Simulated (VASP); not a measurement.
# Si (Fd-3m) in VASP: further runs

Runs on Si. Level: PBE. Tasks: single point.

All numbers are computed with VASP 6.6.1; they aren't measurements. Logs are shortened: lines on timing, memory, paths and dates and some standing lists are left out, and cuts for length are marked.

## (1) The cell of the first run

The structure is cubic, space group Fd-3m (No. 227). The conventional cell has a = 5.241 Å, b = 5.241 Å, c = 5.241 Å, α = 90.00°, β = 90.00°, γ = 90.00°. Si (site symmetry -43m) has 4 Si at 2.27 Å within 3.0 Å.

## (2) Single point, PBE (volume 17.999 Å^3 an atom, c/a of the conventional cell 1.0000)

File INCAR:

```
PREC = Accurate
ENCUT = 520
EDIFF = 1E-6
ISMEAR = 0
SIGMA = 0.05
LREAL = F
LASPH = T
NELM = 100
ALGO = Normal
ISIF = 2
LWAVE = F
LCHARG = F
GGA = PE
NBANDS = 11
```

File KPOINTS:

```
Automatic mesh
0
Gamma
  10 10 10
```

File POSCAR:

```
Si
1.0
    0.0000000000      2.6206928611      2.6206928611
    2.6206928611      0.0000000000      2.6206928611
    2.6206928611      2.6206928611      0.0000000000
Si
2
Direct
    0.5000000000      0.5000000000      0.5000000000
    0.7500000000      0.7500000000      0.7500000000
```

Potentials or basis: VASP PAW PBE potentials, release 64 (Si).

Command:

```
$ cat potpaw_PBE.64/Si/POTCAR > POTCAR
$ mpirun -np 1 vasp_std > vasp.out
```

OUTCAR:

```text
PREC = Accurate
   ENCUT = 520
   EDIFF = 1E-6
   ISMEAR = 0
   LREAL = F
   LASPH = T
   NELM = 100
   ISIF = 2
   GGA = PE

 ion  position               nearest neighbor table
   1  0.500  0.500  0.500-   2 2.27   2 2.27   2 2.27   2 2.27
   2  0.750  0.750  0.750-   1 2.27   1 2.27   1 2.27   1 2.27

  LATTYP: Found a face centered cubic cell.
 ALAT       =     5.2413857222

  Lattice vectors:

 A1 = (   0.0000000000,   2.6206928611,   2.6206928611)
 A2 = (   2.6206928611,   0.0000000000,   2.6206928611)
 A3 = (   2.6206928611,   2.6206928611,   0.0000000000)

Analysis of symmetry for initial positions (statically):
[... 6 lines left out ...]

 Subroutine GETGRP returns: Found 48 space group operations
 (whereof 24 operations were pure point group operations)
 out of a pool of 48 trial point group operations.

The static configuration has the point symmetry T_d .
 The point group associated with its full space group is O_h .

Analysis of symmetry for dynamics (positions and initial velocities):
[... 6 lines left out ...]

 Subroutine GETGRP returns: Found 48 space group operations
 (whereof 24 operations were pure point group operations)
 out of a pool of 48 trial point group operations.

The dynamic configuration has the point symmetry T_d .
 The point group associated with its full space group is O_h .

 Subroutine INISYM returns: Found 48 space group operations
 (whereof 24 operations are pure point group operations),
 and found     1 'primitive' translations

----------------------------------------------------------------------------------------

                                     Primitive cell

  volume of cell :      35.9980

  direct lattice vectors                    reciprocal lattice vectors
     0.000000000  2.620692861  2.620692861    -0.190789240  0.190789240  0.190789240
     2.620692861  0.000000000  2.620692861     0.190789240 -0.190789240  0.190789240
     2.620692861  2.620692861  0.000000000     0.190789240  0.190789240 -0.190789240

  length of vectors
     3.706219387  3.706219387  3.706219387     0.330456658  0.330456658  0.330456658

  position of ions in fractional coordinates (direct lattice)
     0.500000000  0.500000000  0.500000000
     0.750000000  0.750000000  0.750000000

  ion indices of the primitive-cell ions
   primitive index   ion index
                 1           1
                 2           2

----------------------------------------------------------------------------------------

 KPOINTS: Automatic mesh

Automatic generation of k-mesh.
 Grid dimensions read from file:
 generate k-points for:   10   10   10

 Generating k-lattice:

  Cartesian coordinates                     Fractional coordinates (reciprocal lattice)
    -0.019078924  0.019078924  0.019078924     0.100000000  0.000000000  0.000000000
     0.019078924 -0.019078924  0.019078924     0.000000000  0.100000000  0.000000000
     0.019078924  0.019078924 -0.019078924     0.000000000  0.000000000  0.100000000

  Length of vectors
     0.033045666  0.033045666  0.033045666

  Shift w.r.t. Gamma in fractional coordinates (k-lattice)
     0.000000000  0.000000000  0.000000000

 Subroutine IBZKPT returns following result:
 ===========================================

 Found     47 irreducible k-points:

 Following reciprocal coordinates:
            Coordinates               Weight
  0.000000  0.000000  0.000000      1.000000
  0.100000  0.000000  0.000000      8.000000
  0.200000  0.000000  0.000000      8.000000
  0.300000  0.000000  0.000000      8.000000
  0.400000  0.000000  0.000000      8.000000
  0.500000  0.000000  0.000000      4.000000
[... 16 lines left out ...]
  0.300000  0.300000  0.000000      6.000000
  0.400000  0.300000  0.000000     24.000000
 [... further k-points ...]
   k-points           NKPTS =     47   k-points in BZ     NKDIM =     47   number of bands    NBANDS=     11
   number of dos      NEDOS =    301   number of ions     NIONS =      2
   total plane-waves  NPLWV =  21952
   dimension x,y,z NGX =    28 NGY =   28 NGZ =   28
   dimension x,y,z NGXF=    56 NGYF=   56 NGZF=   56
   ions per type =               2
   NGX,Y,Z   is equivalent  to a cutoff of  12.56, 12.56, 12.56 a.u.
   NGXF,Y,Z  is equivalent  to a cutoff of  25.12, 25.12, 25.12 a.u.
 SYSTEM =  unknown system
   PREC   = accura    normal or accurate (medium, high low for compatibility)
   ISTART =      0    job   : 0-new  1-cont  2-samecut
   ICHARG =      2    charge: 1-file 2-atom 10-const
   ISPIN  =      1    spin polarized calculation?
   LNONCOLLINEAR =      F non collinear calculations
   LSORBIT =      F    spin-orbit coupling
   LASPH  =      T    aspherical Exc in radial PAW
   ENCUT  =  520.0 eV  38.22 Ry    6.18 a.u.   6.89  6.89  6.89*2*pi/ulx,y,z
   NELM   =    100;   NELMIN=  2; NELMDL= -5     # of ELM steps
   EDIFF  = 0.1E-05   stopping-criterion for ELM
   LREAL  =      F    real-space projection
   EDIFFG = 0.1E-04   stopping-criterion for IOM
   NSW    =      0    number of steps for IOM
   IBRION =     -1    ionic relax: 0-MD 1-quasi-New 2-CG
   NFREE  =      0    steps in history (QN), initial steepest desc. (CG)
   ISIF   =      2    stress and relaxation
   ISYM   =      2    0-nonsym 1-usesym 2-fastsym
   POTIM  = 0.5000    time-step for ionic-motion
   TEBEG  =    0.0;   TEEND  =   0.0 temperature during run
   PSTRESS=    0.0 pullay stress
   NELECT =       8.0000    total number of electrons
   NUPDOWN=      -1.0000    fix difference up-down
   EMIN   =  10.00;   EMAX   =-10.00  energy-range for DOS
   EFERMI =   0.00;   METHOD = LEGACY
   ISMEAR =     0;   SIGMA  =   0.05  broadening in eV -4-tet -1-fermi 0-gaus
   EFERMI_NEDOS =   21; number of points for ismear=-14 and -15
   IALGO  =     38    algorithm
   IMIX   =      4    mixing-type and parameters
     AMIX     =   0.40;   BMIX     =  1.00
     AMIX_MAG =   1.60;   BMIX_MAG =  1.00
  volume/ion in A,a.u.               =      18.00       121.46
  Fermi-wavevector in a.u.,A,eV,Ry     =   0.991620  1.873890 13.378753  0.983311
  Thomas-Fermi vector in A             =   2.123374
   LORBIT       =      0    0 simple, 1 ext, 2 COOP (PROOUT), +10 PAW based schemes
   GGA     = PE    functional components
   LHFCALC =     F    Hartree Fock is set to
   AEXX    =    0.0000 exact exchange contribution
   IVDW    =     0    specifies the selected vdW correction
   LEPSILON=     F    determine dielectric tensor
   LRPA    =     F    only Hartree local field effects (RPA)
 non-spin polarized calculation
 Gauss-broadening in eV      SIGMA  =   0.05
  energy-cutoff  :      520.00
  volume of cell :       36.00
 maximum number of plane-waves:       982
   NGX = 13   NGY = 13   NGZ = 13

 number of electron       7.9999999 magnetization

 Free energy of the ion-electron system (eV)
  ---------------------------------------------------
  ext. energy  EPLUGINS =         0.00000000
  ---------------------------------------------------
  free energy    TOTEN  =       -10.64642919 eV

  energy without entropy =      -10.64642919  energy(sigma->0) =      -10.64642919

 E-fermi :   7.1434     XC(G=0):  -9.8316

 val. band max:        6.9570508928   @ k =   0.0000   0.0000   0.0000
 cond. band min:       7.3340020394   @ k =   0.4000   0.4000   0.0000
 fundamental gap:      0.3769511466
 Fermi energy:         7.1433661708

 k-point     1 :       0.0000    0.0000    0.0000
  band No.  band energies     occupation
      1      -5.7679      2.00000
      2       6.9571      2.00000
      3       6.9571      2.00000
      4       6.9571      2.00000
      5       9.5586      0.00000
      6       9.5586      0.00000
      7       9.5586      0.00000
      8      11.6025      0.00000
      9      14.7212      0.00000
     10      14.7212      0.00000
     11      15.3576      0.00000

 k-point     2 :       0.1000    0.0000    0.0000
  band No.  band energies     occupation
      1      -5.6246      2.00000
      2       5.7819      2.00000
      3       6.7359      2.00000
      4       6.7359      2.00000
      5       9.7364      0.00000
      6       9.8841      0.00000
      7       9.8841      0.00000
      8      12.3580      0.00000
      9      14.3313      0.00000
     10      14.3313      0.00000
     11      15.9375      0.00000

 k-point     3 :       0.2000    0.0000    0.0000
  band No.  band energies     occupation
      1      -5.2006      2.00000
      2       3.8007      2.00000
      3       6.3215      2.00000
      4       6.3215      2.00000
      5       9.5110      0.00000
      6      10.4195      0.00000
      7      10.4195      0.00000
      8      13.9957      0.00000
      9      14.0019      0.00000
     10      14.0019      0.00000
     11      16.5096      0.00000

 k-point     4 :       0.3000    0.0000    0.0000
  band No.  band energies     occupation
      1      -4.5212      2.00000
      2       1.8695      2.00000
      3       5.9646      2.00000
      4       5.9646      2.00000
      5       9.1824      0.00000
      6      10.5228      0.00000
      7      10.5228      0.00000
      8      14.6554      0.00000
      9      14.6554      0.00000
     10      15.1654      0.00000
     11      16.5537      0.00000

 k-point     5 :       0.4000    0.0000    0.0000
  band No.  band energies     occupation
      1      -3.6817      2.00000
      2       0.2471      2.00000
      3       5.7415      2.00000
      4       5.7415      2.00000
      5       8.9540      0.00000
      6      10.3296      0.00000
      7      10.3296      0.00000
      8      14.9607      0.00000
      9      16.1967      0.00000
     10      16.1967      0.00000
     11      18.0931      0.00000

 k-point     6 :       0.5000    0.0000    0.0000
  band No.  band energies     occupation
      1      -3.1527      2.00000
      2      -0.5469      2.00000
      3       5.6668      2.00000
      4       5.6668      2.00000
      5       8.8749      0.00000
      6      10.2276      0.00000
      7      10.2276      0.00000
      8      14.8084      0.00000
      9      17.7784      0.00000
     10      17.7784      0.00000
     11      18.9578      0.00000

 k-point     7 :       0.1000    0.1000    0.0000
  band No.  band energies     occupation
      1      -5.5766      2.00000
      2       6.0969      2.00000
      3       6.3042      2.00000
      4       6.3042      2.00000
      5       9.1420      0.00000
      6      10.4443      0.00000
      7      10.4443      0.00000
      8      12.2292      0.00000
      9      13.7746      0.00000
     10      14.9296      0.00000
     11      16.1396      0.00000

 k-point     8 :       0.2000    0.1000    0.0000
  band No.  band energies     occupation
      1      -5.2450      2.00000
      2       4.4410      2.00000
      3       5.8268      2.00000
      4       6.0758      2.00000
      5       9.2224      0.00000
      6      10.7073      0.00000
      7      11.1504      0.00000
      8      12.2006      0.00000
      9      14.4226      0.00000
     10      14.9225      0.00000
     11      17.0776      0.00000
[... 141 lines left out ...]
 k-point    19 :       0.5000    0.2000    0.0000
  band No.  band energies     occupation
      1      -2.9183      2.00000
      2       0.0745      2.00000
      3       3.5527      2.00000
      4       4.8104      2.00000
      5       8.7137      0.00000
      6      11.9219      0.00000
      7      12.1823      0.00000
      8      12.9527      0.00000
      9      17.2287      0.00000
     10      17.8068      0.00000
     11      19.5354      0.00000

 k-point    20 :      -0.4000    0.2000    0.0000
  band No.  band energies     occupation
      1      -2.7357      2.00000
      2      -0.1705      2.00000
      3       3.2139      2.00000
      4       5.0787      2.00000
      5       8.9769      0.00000
      6      11.8523      0.00000
      7      11.8707      0.00000
      8      14.9295      0.00000
      9      15.6232      0.00000
     10      15.9415      0.00000
     11      19.0695      0.00000

 k-point    21 :      -0.3000    0.2000    0.0000
  band No.  band energies     occupation
      1      -3.4856      2.00000
      2       0.9544      2.00000
      3       3.1588      2.00000
      4       5.5220      2.00000
      5       9.4634      0.00000
      6      11.6162      0.00000
      7      11.8334      0.00000
      8      13.8114      0.00000
      9      14.2079      0.00000
     10      17.0946      0.00000
     11      19.3840      0.00000

 k-point    22 :      -0.2000    0.2000    0.0000
  band No.  band energies     occupation
      1      -4.2851      2.00000
      2       2.3301      2.00000
      3       3.6160      2.00000
      4       6.0468      2.00000
      5      10.0341      0.00000
      6      11.0999      0.00000
      7      11.4773      0.00000
      8      12.9748      0.00000
      9      13.1653      0.00000
     10      18.3289      0.00000
     11      18.6801      0.00000

 k-point    23 :       0.3000    0.3000    0.0000
  band No.  band energies     occupation
      1      -4.0708      2.00000
      2       2.4895      2.00000
      3       4.4928      2.00000
      4       4.4928      2.00000
      5       7.6709      0.00000
      6       9.2124      0.00000
      7      14.0287      0.00000
      8      14.0287      0.00000
      9      16.5931      0.00000
     10      17.3528      0.00000
     11      20.2682      0.00000

 k-point    24 :       0.4000    0.3000    0.0000
  band No.  band energies     occupation
      1      -3.3960      2.00000
      2       1.3938      2.00000
      3       3.7857      2.00000
      4       4.2721      2.00000
      5       7.8560      0.00000
      6       9.0631      0.00000
      7      14.4040      0.00000
      8      14.4363      0.00000
      9      17.7456      0.00000
     10      19.0298      0.00000
     11      19.8459      0.00000

 [... further k-points ...]
[... 5 lines left out ...]
  --------------------------------------------------------------------------------------
  -------------------------------------------------------------------------------------
  Total        3.3314092      3.3314092      3.3314092      0.0000000      0.0000000      0.0000000
  in kB      148.2723545    148.2723545    148.2723545      0.0000000      0.0000000      0.0000000
  external PRESSURE =     148.2723545 kB  Pullay stress =       0.0000000 kB

 VOLUME and BASIS-vectors are now :
 -----------------------------------------------------------------------------
  energy-cutoff  :      520.00
  volume of cell :       36.00
      direct lattice vectors                 reciprocal lattice vectors
     0.000000000  2.620692861  2.620692861    -0.190789240  0.190789240  0.190789240
     2.620692861  0.000000000  2.620692861     0.190789240 -0.190789240  0.190789240
     2.620692861  2.620692861  0.000000000     0.190789240  0.190789240 -0.190789240

 POSITION                                       TOTAL-FORCE (eV/Angst)
 -----------------------------------------------------------------------------------
      2.62069      2.62069      2.62069         0.000000      0.000000      0.000000
      3.93104      3.93104      3.93104        -0.000000     -0.000000     -0.000000
 -----------------------------------------------------------------------------------
    total drift:                                0.000000      0.000000     -0.000000

  FREE ENERGIE OF THE ION-ELECTRON SYSTEM (eV)
  ---------------------------------------------------
  free  energy   TOTEN  =       -10.6464291886 eV

  energy  without entropy=      -10.6464291885  energy(sigma->0) =      -10.64642919
```

It took 9.2 s on 1 thread of Intel Xeon Platinum 8488C (Sapphire Rapids), shared host; peak memory 0.15 GiB.

Results:

- Free energy: -10.6464 eV
- Pressure: 14.8 GPa
- Band gap on the k mesh: 0.38 eV, indirect (least direct gap 2.60 eV)

 A k mesh can miss the band edges.

## (3) Single point, PBE (volume 18.490 Å^3 an atom, c/a of the conventional cell 1.0000)

File INCAR:

```
SYSTEM = Si
PREC = Accurate
ENCUT = 520
EDIFF = 1E-6
ISMEAR = 0
SIGMA = 0.05
LREAL = .False.
LASPH = .True.
NELM = 60
ALGO = Normal
ISIF = 2
LWAVE = .False.
LCHARG = .False.
GGA = PE
NBANDS = 11
```

File KPOINTS:

```
Automatic mesh
0
Gamma
  10 10 10
  0 0 0
```

File POSCAR:

```
Si
1.0
    0.0000000000      2.6443096124      2.6443096124
    2.6443096124      0.0000000000      2.6443096124
    2.6443096124      2.6443096124      0.0000000000
Si
2
Direct
    0.5000000000      0.5000000000      0.5000000000
    0.7500000000      0.7500000000      0.7500000000
```

Potentials or basis: VASP PAW PBE potentials, release 64 (Si).

Command:

```
$ cat potpaw_PBE.64/Si/POTCAR > POTCAR
$ mpirun -np 1 vasp_std > vasp.out
```

Run time: 9 s. Hardware: 1 thread of Intel Xeon Platinum 8488C (Sapphire Rapids), shared host; peak memory 0.15 GiB.

The run converged. Its results:

```yaml
Free_energy: -10.7255 eV
Pressure: 11.1 GPa
Band_gap_on_the_k_mesh: 0.43 eV, indirect (least direct gap 2.59 eV)
```

Levels at points of the mesh, in eV from the valence-band top:
| k point | band 2 | band 3 | band 4 | band 5 | band 6 | band 7 |
| --- | --- | --- | --- | --- | --- | --- |
| (0.00, 0.00, 0.00) | 0.00 | 0.00 | 0.00 | 2.59 | 2.59 | 2.59 |
| (0.50, 0.00, 0.00) | -7.36 | -1.27 | -1.27 | 1.82 | 3.29 | 3.29 |
| (0.50, 0.50, 0.00) | -8.08 | -3.06 | -3.06 | 0.54 | 0.54 | 10.81 |

 A k mesh can miss the band edges.

## (4) Single point, PBE (volume 18.980 Å^3 an atom, c/a of the conventional cell 1.0000)

File INCAR:

```
SYSTEM = Si
PREC     = Accurate       ! precision mode
ENCUT    = 520            ! plane-wave cutoff, eV
EDIFF    = 1E-6           ! SCF threshold, eV
ISMEAR   = 0              ! smearing method
SIGMA    = 0.05           ! smearing width, eV
LREAL    = .FALSE.        ! projectors in reciprocal space
LASPH    = .TRUE.         ! aspherical terms in the spheres
NELM     = 80             ! most SCF steps
ALGO     = Normal         ! electronic algorithm
ISIF     = 2              ! what is computed and relaxed
LWAVE    = .FALSE.        ! write WAVECAR
LCHARG   = .FALSE.        ! write CHGCAR
GGA      = PE             ! functional
NBANDS   = 11             ! bands
```

File KPOINTS:

```
Automatic mesh
0
G
  10 10 10
  0 0 0
```

File POSCAR:

```
Si
1.0
    0.0000000000      2.6674650387      2.6674650387
    2.6674650387      0.0000000000      2.6674650387
    2.6674650387      2.6674650387      0.0000000000
Si
2
Direct
    0.5000000000      0.5000000000      0.5000000000
    0.7500000000      0.7500000000      0.7500000000
```

Command:

```
$ cat potpaw_PBE.64/Si/POTCAR > POTCAR
$ mpirun -np 1 vasp_std > vasp.out
```

Wall time 8.9 s (1 thread of Intel Xeon Platinum 8488C (Sapphire Rapids), shared host); peak memory 0.15 GiB.

Results (log left out):

```
Free energy            : -10.7828 eV
Pressure               : 7.7 GPa
Band gap on the k mesh : 0.48 eV, indirect (least direct gap 2.59 eV)
```

Levels at points of the mesh, in eV from the valence-band top:
| k point | band 1 | band 2 | band 3 | band 4 | band 5 | band 6 | band 7 | band 8 | band 9 |
| --- | --- | --- | --- | --- | --- | --- | --- | --- | --- |
| (0.00, 0.00, 0.00) | -12.33 | 0.00 | 0.00 | 0.00 | 2.59 | 2.59 | 2.59 | 4.00 | 7.74 |
| (0.50, 0.00, 0.00) | -9.86 | -7.23 | -1.24 | -1.24 | 1.73 | 3.31 | 3.31 | 7.79 | 10.69 |
| (0.50, 0.50, 0.00) | -7.99 | -7.99 | -2.99 | -2.99 | 0.60 | 0.60 | 10.58 | 10.58 | 11.14 |

[end of part 1 of 2]
